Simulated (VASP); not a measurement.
# TiS2 (P-3m1) in VASP: further runs

The runs below take TiS2 through single point, with PBE.

Everything below comes from runs of VASP 6.6.1. Logs are shortened: lines on timing, memory, paths and dates and some standing lists are left out, and cuts for length are marked.

### 1 The cell of the first run

Symmetry: P-3m1, No. 164, trigonal system. Conventional cell: a = 3.394 Å, b = 3.394 Å, c = 5.762 Å, α = 90.00°, β = 90.00°, γ = 120.00°. Ti (site symmetry -3m) has 6 S at 2.42 Å within 3.2 Å. Within 3.2 Å of S (site symmetry 3m) lie 3 Ti at 2.42 Å.

### 2 Single point, PBE (epitaxial xy strain -0.5%)

Input file INCAR:

```
SYSTEM = TiS2
  ALGO = Normal
  EDIFF = 1E-6
  ENCUT = 500
  GGA = PE
  GGA_COMPAT = .False.
  ISIF = 2
  ISMEAR = -1
  LASPH = .True.
  LCHARG = .False.
  LREAL = .False.
  LWAVE = .False.
  NBANDS = 19
  NELM = 120
  PREC = Accurate
  SIGMA = 0.02
```

Input file KPOINTS:

```
k-points
0
Gamma
  12 12 4
  0 0 0
```

Input file POSCAR:

```
TiS2
1.0
    3.3935485284      0.0000000000      0.0000000000
   -1.6967742642      2.9388992345      0.0000000000
    0.0000000000      0.0000000000      5.7616750881
Ti S
1 2
Direct
    0.0000000000      0.0000000000      0.0000000000
    0.3333333333      0.6666666667      0.2451563023
    0.6666666667      0.3333333333      0.7548436977
```

Potentials or basis: VASP PAW PBE potentials, release 64 (Ti_sv, S).

The run is started by

```
cat potpaw_PBE.64/Ti_sv/POTCAR potpaw_PBE.64/S/POTCAR > POTCAR
mpirun -np 1 vasp_std > vasp.out
```

OUTCAR:

```text
SYSTEM = TiS2
   EDIFF = 1E-6
   ENCUT = 500
   GGA = PE
   ISIF = 2
   ISMEAR = -1
   LASPH = .True.
   LREAL = .False.
   NELM = 120
   PREC = Accurate

 ion  position               nearest neighbor table
   1  0.000  0.000  0.000-   2 2.42   3 2.42   2 2.42   3 2.42   3 2.42   2 2.42
   2  0.333  0.667  0.245-   1 2.42   1 2.42   1 2.42
   3  0.667  0.333  0.755-   1 2.42   1 2.42   1 2.42

  LATTYP: Found a hexagonal cell.
 ALAT       =     3.3935485284
 C/A-ratio  =     1.6978319420

  Lattice vectors:

 A1 = (   3.3935485284,   0.0000000000,   0.0000000000)
 A2 = (  -1.6967742642,   2.9388992345,   0.0000000000)
 A3 = (   0.0000000000,   0.0000000000,   5.7616750881)

Analysis of symmetry for initial positions (statically):
=====================================================================
 Subroutine PRICEL returns:
 Original cell was already a primitive cell.

 Routine SETGRP: Setting up the symmetry group for a
 hexagonal supercell.

 Subroutine GETGRP returns: Found 12 space group operations
 (whereof 12 operations were pure point group operations)
 out of a pool of 24 trial point group operations.

The static configuration has the point symmetry D_3d.

Analysis of symmetry for dynamics (positions and initial velocities):
=====================================================================
 Subroutine PRICEL returns:
 Original cell was already a primitive cell.

 Routine SETGRP: Setting up the symmetry group for a
 hexagonal supercell.

 Subroutine GETGRP returns: Found 12 space group operations
 (whereof 12 operations were pure point group operations)
 out of a pool of 24 trial point group operations.

The dynamic configuration has the point symmetry D_3d.

 Subroutine INISYM returns: Found 12 space group operations
 (whereof 12 operations are pure point group operations),
 and found     1 'primitive' translations

----------------------------------------------------------------------------------------

                                     Primitive cell

  volume of cell :      57.4629

  direct lattice vectors                    reciprocal lattice vectors
     3.393548528  0.000000000  0.000000000     0.294676794  0.170131726  0.000000000
    -1.696774264  2.938899235  0.000000000     0.000000000  0.340263452  0.000000000
     0.000000000  0.000000000  5.761675088     0.000000000  0.000000000  0.173560637

  length of vectors
     3.393548528  3.393548528  5.761675088     0.340263452  0.340263452  0.173560637

  position of ions in fractional coordinates (direct lattice)
     0.000000000  0.000000000  0.000000000
     0.333333333  0.666666667  0.245156302
[... 81 lines left out ...]
   EDIFFG = 0.1E-04   stopping-criterion for IOM
   NSW    =      0    number of steps for IOM
   IBRION =     -1    ionic relax: 0-MD 1-quasi-New 2-CG
   NFREE  =      0    steps in history (QN), initial steepest desc. (CG)
   ISIF   =      2    stress and relaxation
   ISYM   =      2    0-nonsym 1-usesym 2-fastsym
   POTIM  = 0.5000    time-step for ionic-motion
   TEBEG  =    0.0;   TEEND  =   0.0 temperature during run
   PSTRESS=    0.0 pullay stress
   NELECT =      24.0000    total number of electrons
   NUPDOWN=      -1.0000    fix difference up-down
   EMIN   =  10.00;   EMAX   =-10.00  energy-range for DOS
   EFERMI =   0.00;   METHOD = LEGACY
   ISMEAR =    -1;   SIGMA  =   0.02  broadening in eV -4-tet -1-fermi 0-gaus
   EFERMI_NEDOS =   21; number of points for ismear=-14 and -15
   IALGO  =     38    algorithm
   IMIX   =      4    mixing-type and parameters
     AMIX     =   0.40;   BMIX     =  1.00
     AMIX_MAG =   1.60;   BMIX_MAG =  1.00
  volume/ion in A,a.u.               =      19.15       129.26
  Fermi-wavevector in a.u.,A,eV,Ry     =   1.223722  2.312499 20.374661  1.497495
  Thomas-Fermi vector in A             =   2.358823
   LORBIT       =      0    0 simple, 1 ext, 2 COOP (PROOUT), +10 PAW based schemes
   GGA     = PE    functional components
   LHFCALC =     F    Hartree Fock is set to
   AEXX    =    0.0000 exact exchange contribution
   IVDW    =     0    specifies the selected vdW correction
   LEPSILON=     F    determine dielectric tensor
   LRPA    =     F    only Hartree local field effects (RPA)
 non-spin polarized calculation
  energy-cutoff  :      500.00
  volume of cell :       57.46
 maximum number of plane-waves:      1474
 NGX is ok and might be reduce to    28
   NGX = 13   NGY = 13   NGZ = 21

 number of electron      24.0000001 magnetization

 Free energy of the ion-electron system (eV)
  ---------------------------------------------------
  ext. energy  EPLUGINS =         0.00000000
  ---------------------------------------------------
  free energy    TOTEN  =       -19.93319478 eV

  energy without entropy =      -19.93265219  energy(sigma->0) =      -19.93292348

 E-fermi :   5.4125     XC(G=0): -10.0599

 val. band max:        5.3511550450   @ k =   0.5000   0.0000   0.5000
 cond. band min:       5.4181696642   @ k =   0.0000   0.0000   0.2500
 fundamental gap:      0.0670146192
 Fermi energy:         5.4124803546

 k-point     1 :       0.0000    0.0000    0.0000
  band No.  band energies     occupation
      1     -52.2256      2.00000
      2     -28.4567      2.00000
      3     -28.4052      2.00000
      4     -28.4052      2.00000
      5      -8.3838      2.00000
      6      -6.7302      2.00000
[... 505 lines left out ...]
      6      -6.8480      2.00000
[... 11 lines left out ...]
     18      12.8010      0.00000
     19      13.9773      0.00000

 [... further k-points ...]

------------------------ aborting loop because EDIFF is reached ----------------------------------------

  FORCE on cell =-STRESS in cart. coord.  units (eV):
  Direction    XX          YY          ZZ          XY          YZ          ZX
  --------------------------------------------------------------------------------------
  -------------------------------------------------------------------------------------
  Total        0.6351417      0.6351417      0.9557263      0.0000000     -0.0000000      0.0000000
  in kB       17.7089848     17.7089848     26.6475078      0.0000000     -0.0000000      0.0000000
  external PRESSURE =      20.6884925 kB  Pullay stress =       0.0000000 kB

 VOLUME and BASIS-vectors are now :
 -----------------------------------------------------------------------------
  energy-cutoff  :      500.00
  volume of cell :       57.46
      direct lattice vectors                 reciprocal lattice vectors
     3.393548528  0.000000000  0.000000000     0.294676794  0.170131726  0.000000000
    -1.696774264  2.938899235  0.000000000     0.000000000  0.340263452  0.000000000
     0.000000000  0.000000000  5.761675088     0.000000000  0.000000000  0.173560637

 POSITION                                       TOTAL-FORCE (eV/Angst)
 -----------------------------------------------------------------------------------
      0.00000      0.00000      0.00000        -0.000000      0.000000      0.000000
     -0.00000      1.95927      1.41251        -0.000000     -0.000000      0.119136
      1.69677      0.97963      4.34916         0.000000      0.000000     -0.119136
 -----------------------------------------------------------------------------------
    total drift:                               -0.000000      0.000000      0.000000

  FREE ENERGIE OF THE ION-ELECTRON SYSTEM (eV)
  ---------------------------------------------------
  free  energy   TOTEN  =       -19.9331947769 eV

  energy  without entropy=      -19.9326521854  energy(sigma->0) =      -19.93292348
```

stdout:

```text
POSCAR found type information on POSCAR TiS
 POSCAR found :  2 types and       3 ions
 scaLAPACK will be used
 LDA part: xc-table for (Slater+PW92), standard interpolation
 POSCAR, INCAR and KPOINTS ok, starting setup
 FFT: planning ... GRIDC
 FFT: planning ... GRID_SOFT
 FFT: planning ... GRID
 WAVECAR not read
 entering main loop
```

It took 31 s on 1 thread of Intel Xeon 6975P-C (Granite Rapids), shared host; peak memory 0.21 GiB.

Results:

```
Free energy            : -19.9332 eV
Pressure               : 2.1 GPa
Largest force          : 0.119 eV/Å
Band gap on the k mesh : zero (bands 12 and 13 overlap by 0.14 eV)
```

Forces in eV/Å, atoms in the order of the input:
```
Ti   0.000  0.000  0.000
S    0.000  0.000  0.119
S    0.000  0.000 -0.119
```

Levels at points of the mesh, in eV from the Fermi level:
```
           k point  band 9  band 10  band 11  band 12  band 13  band 14  band 15  band 16
(0.00, 0.00, 0.00)   -2.82    -0.15     0.08     0.08     0.48     0.48     0.91     3.55
(0.50, 0.00, 0.00)   -2.95    -2.69    -2.60    -1.56     0.20     1.54     1.95     3.77
(0.00, 0.00, 0.50)   -2.78    -2.40    -0.06    -0.06     0.47     0.47     1.50     3.80
(0.50, 0.00, 0.50)   -2.86    -2.84    -1.35    -1.28    -0.06     1.54     1.92     3.45
```

Caveat: the cell differs from its parent crystal (epitaxial xy strain -0.5%); this functional lacks dispersion, which binds layers or chains, so the pressure and a relaxed spacing across them are unreliable.

### 3 Single point, PBE (strain +1.0%)

Input file INCAR:

```
PREC = Accurate ; ENCUT = 500
EDIFF = 1E-6 ; ISMEAR = -1
SIGMA = 0.02 ; LREAL = F
LASPH = T ; NELM = 120
ALGO = Normal ; ISIF = 2
LWAVE = F ; LCHARG = F
GGA = PE ; NBANDS = 19
GGA_COMPAT = F
```

Input file KPOINTS:

```
Automatic mesh
0
Gamma
  12 12 4
```

Input file POSCAR:

```
TiS2
1.0
    3.4447075514      0.0000000000      0.0000000000
   -1.7223537757      2.9832042481      0.0000000000
    0.0000000000      0.0000000000      5.7961074094
Ti S
1 2
Direct
    0.0000000000      0.0000000000      0.0000000000
    0.3333333333      0.6666666667      0.2404809016
    0.6666666667      0.3333333333      0.7595190984
```

Potentials or basis: VASP PAW PBE potentials, release 64 (Ti_sv, S).

The run is started by

```
cat potpaw_PBE.64/Ti_sv/POTCAR potpaw_PBE.64/S/POTCAR > POTCAR
mpirun -np 1 vasp_std > vasp.out
```

OUTCAR:

```text
PREC = Accurate
   ENCUT = 500
   EDIFF = 1E-6
   ISMEAR = -1
   LREAL = F
   LASPH = T
   NELM = 120
   ISIF = 2
   GGA = PE

 ion  position               nearest neighbor table
   1  0.000  0.000  0.000-   2 2.43   3 2.43   2 2.43   3 2.43   3 2.43   2 2.43
   2  0.333  0.667  0.240-   1 2.43   1 2.43   1 2.43
   3  0.667  0.333  0.760-   1 2.43   1 2.43   1 2.43

  LATTYP: Found a hexagonal cell.
 ALAT       =     3.4447075514
 C/A-ratio  =     1.6826123330

  Lattice vectors:

 A1 = (   3.4447075514,   0.0000000000,   0.0000000000)
 A2 = (  -1.7223537757,   2.9832042481,   0.0000000000)
 A3 = (   0.0000000000,   0.0000000000,   5.7961074094)

Analysis of symmetry for initial positions (statically):
=====================================================================
 Subroutine PRICEL returns:
 Original cell was already a primitive cell.

 Routine SETGRP: Setting up the symmetry group for a
 hexagonal supercell.

 Subroutine GETGRP returns: Found 12 space group operations
 (whereof 12 operations were pure point group operations)
 out of a pool of 24 trial point group operations.

The static configuration has the point symmetry D_3d.

Analysis of symmetry for dynamics (positions and initial velocities):
=====================================================================
 Subroutine PRICEL returns:
 Original cell was already a primitive cell.

 Routine SETGRP: Setting up the symmetry group for a
 hexagonal supercell.

 Subroutine GETGRP returns: Found 12 space group operations
 (whereof 12 operations were pure point group operations)
 out of a pool of 24 trial point group operations.

The dynamic configuration has the point symmetry D_3d.

 Subroutine INISYM returns: Found 12 space group operations
[... 113 lines left out ...]
   EFERMI =   0.00;   METHOD = LEGACY
   ISMEAR =    -1;   SIGMA  =   0.02  broadening in eV -4-tet -1-fermi 0-gaus
   EFERMI_NEDOS =   21; number of points for ismear=-14 and -15
   IALGO  =     38    algorithm
   IMIX   =      4    mixing-type and parameters
     AMIX     =   0.40;   BMIX     =  1.00
     AMIX_MAG =   1.60;   BMIX_MAG =  1.00
  volume/ion in A,a.u.               =      19.85       133.98
  Fermi-wavevector in a.u.,A,eV,Ry     =   1.209172  2.285003 19.893028  1.462096
  Thomas-Fermi vector in A             =   2.344757
   LORBIT       =      0    0 simple, 1 ext, 2 COOP (PROOUT), +10 PAW based schemes
   GGA     = PE    functional components
   LHFCALC =     F    Hartree Fock is set to
   AEXX    =    0.0000 exact exchange contribution
   IVDW    =     0    specifies the selected vdW correction
   LEPSILON=     F    determine dielectric tensor
   LRPA    =     F    only Hartree local field effects (RPA)
 non-spin polarized calculation
  energy-cutoff  :      500.00
  volume of cell :       59.56
 maximum number of plane-waves:      1533
 NGX is ok and might be reduce to    28
   NGX = 13   NGY = 13   NGZ = 21

 number of electron      24.0000000 magnetization

 Free energy of the ion-electron system (eV)
  ---------------------------------------------------
  ext. energy  EPLUGINS =         0.00000000
  ---------------------------------------------------
  free energy    TOTEN  =       -19.93881617 eV

  energy without entropy =      -19.93853978  energy(sigma->0) =      -19.93867797

 E-fermi :   5.0171     XC(G=0):  -9.8660

 val. band max:        5.0041229123   @ k =   0.0000   0.0000   0.0000
 cond. band min:       5.0392137894   @ k =   0.5000   0.0000   0.5000
 fundamental gap:      0.0350908771
 Fermi energy:         5.0170786393

 k-point     1 :       0.0000    0.0000    0.0000
  band No.  band energies     occupation
      1     -52.7117      2.00000
      2     -28.9367      2.00000
      3     -28.8884      2.00000
      4     -28.8884      2.00000
      5      -8.6264      2.00000
      6      -7.0122      2.00000
[... 505 lines left out ...]
      6      -7.1216      2.00000
[... 11 lines left out ...]
     18      12.2749      0.00000
     19      13.3771      0.00000

 [... further k-points ...]

------------------------ aborting loop because EDIFF is reached ----------------------------------------

  FORCE on cell =-STRESS in cart. coord.  units (eV):
  Direction    XX          YY          ZZ          XY          YZ          ZX
  --------------------------------------------------------------------------------------
  -------------------------------------------------------------------------------------
  Total       -0.2402815     -0.2402815      0.7579521      0.0000000      0.0000000      0.0000000
  in kB       -6.4633713     -6.4633713     20.3882804      0.0000000      0.0000000      0.0000000
  external PRESSURE =       2.4871792 kB  Pullay stress =       0.0000000 kB

 VOLUME and BASIS-vectors are now :
 -----------------------------------------------------------------------------
  energy-cutoff  :      500.00
  volume of cell :       59.56
      direct lattice vectors                 reciprocal lattice vectors
     3.444707551  0.000000000  0.000000000     0.290300406  0.167605017  0.000000000
    -1.722353776  2.983204248  0.000000000     0.000000000  0.335210035  0.000000000
     0.000000000  0.000000000  5.796107409     0.000000000  0.000000000  0.172529584

 POSITION                                       TOTAL-FORCE (eV/Angst)
 -----------------------------------------------------------------------------------
      0.00000      0.00000      0.00000         0.000000      0.000000      0.000000
     -0.00000      1.98880      1.39385         0.000000      0.000000      0.091062
      1.72235      0.99440      4.40225        -0.000000      0.000000     -0.091062
 -----------------------------------------------------------------------------------
    total drift:                               -0.000000     -0.000000     -0.000000

  FREE ENERGIE OF THE ION-ELECTRON SYSTEM (eV)
  ---------------------------------------------------
  free  energy   TOTEN  =       -19.9388161698 eV

  energy  without entropy=      -19.9385397773  energy(sigma->0) =      -19.93867797
```

stdout:

```text
POSCAR found type information on POSCAR TiS
 POSCAR found :  2 types and       3 ions
 scaLAPACK will be used
 LDA part: xc-table for (Slater+PW92), standard interpolation
 POSCAR, INCAR and KPOINTS ok, starting setup
 FFT: planning ... GRIDC
 FFT: planning ... GRID_SOFT
 FFT: planning ... GRID
 WAVECAR not read
 entering main loop
```

It took 31 s on 1 thread of Intel Xeon 6975P-C (Granite Rapids), shared host; peak memory 0.21 GiB.

Results:

```
Free energy            : -19.9388 eV
Pressure               : 0.2 GPa
Largest force          : 0.091 eV/Å
Band gap on the k mesh : 0.04 eV (least direct gap 0.44 eV)
```

Forces on the atoms (eV/Å):
```
Ti   0.000  0.000  0.000
S    0.000  0.000  0.091
S    0.000  0.000 -0.091
```

Stress tensor (GPa, compression positive):
```
-0.65  0.00  0.00
 0.00 -0.65  0.00
 0.00  0.00  2.04
```

Levels at points of the mesh, in eV from the valence-band top:
```tsv
k point	band 10	band 11	band 12	band 13	band 14	band 15
(0.00, 0.00, 0.00)	-0.12	0.00	0.00	0.44	0.44	0.99
(0.50, 0.00, 0.00)	-2.68	-2.45	-1.60	0.26	1.43	1.79
(0.00, 0.00, 0.50)	-2.18	-0.13	-0.13	0.43	0.43	1.49
(0.50, 0.00, 0.50)	-2.72	-1.36	-1.30	0.04	1.42	1.76
```

Caveat: the cell differs from its parent crystal (strain +1.0%); semilocal functionals underestimate gaps, and a narrow one can read as zero; this functional lacks dispersion, which binds layers or chains, so the pressure and a relaxed spacing across them are unreliable. A k mesh can miss the band edges.

(Continued in part 2 of 2.)

The gap in the log of VASP goes by the Fermi energy; the results here count the filled bands.